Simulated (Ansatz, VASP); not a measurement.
**One calculation of Cs, two programs**

INCAR

```
PREC     = Accurate       # precision mode
ENCUT    = 520            # plane-wave cutoff, eV
EDIFF    = 1E-7           # SCF threshold, eV
ISMEAR   = -1             # smearing method
SIGMA    = 0.08           # smearing width, eV
LREAL    = F              # projectors in reciprocal space
LASPH    = T              # aspherical terms in the spheres
NELM     = 60             # most SCF steps
ALGO     = Normal         # electronic algorithm
ISIF     = 2              # what is computed and relaxed
LWAVE    = F              # write WAVECAR
LCHARG   = F              # write CHGCAR
GGA      = PS             # functional
NBANDS   = 10             # bands
```

The input KPOINTS:

```
regular mesh
0
Gamma
  8 8 8
```

Contents of POSCAR:

```
Cs
1.0
    4.7527106375      0.0000000000      0.0000000000
    0.0000000000      4.7527106375      0.0000000000
    0.0000000000      0.0000000000      4.7527106375
Cs
1
Direct
    0.0000000000      0.0000000000      0.0000000000
```

Input for Ansatz:

```yaml
crystal:
  lattice:
    - [4.7527106375, 0.0, 0.0]
    - [0.0, 4.7527106375, 0.0]
    - [0.0, 0.0, 4.7527106375]
  atoms:
    - { symbol: Cs, position: [0.0, 0.0, 0.0] }
kpoints:
  mp_grid: { grid: [8, 8, 8] }
scf:
  occupations: { method: fermi_dirac, width: 0.08 }
hamiltonian:
  xc: pbesol
  pseudopotentials: { kind: paw }
output:
  forces: true
  stress: true
  eigenvalues: true
  populations: true
  write_density: true
  write_potential: true
  elf: true
  volumetric_format: npy
```

Change from the starting cell: volume scaled by 0.9, PAW files.

Alike in both runs: task single point; functional PBEsol; k mesh 8 × 8 × 8; occupations fermi-dirac, width 0.08 eV; no spin polarisation.

|  | VASP | Ansatz |
| --- | --- | --- |
| version | VASP 6.6.1 | Ansatz 0.2.0 |
| potentials or method | VASP PAW PBE potentials, release 64 (Cs_sv) | PAW with Ansatz's default frozen-core files, scalar-relativistic |
| plane-wave cutoff (eV) | 520 | 420 |
| valence electrons in the cell | 9 | 9 |

|  | VASP | Ansatz | Ansatz less VASP |
| --- | --- | --- | --- |
| pressure (GPa) | 0.2 | 0.2 | +0.01 |

VASP's potentials were made for PBE, not for PBEsol.

Spin-orbit coupling is off throughout.
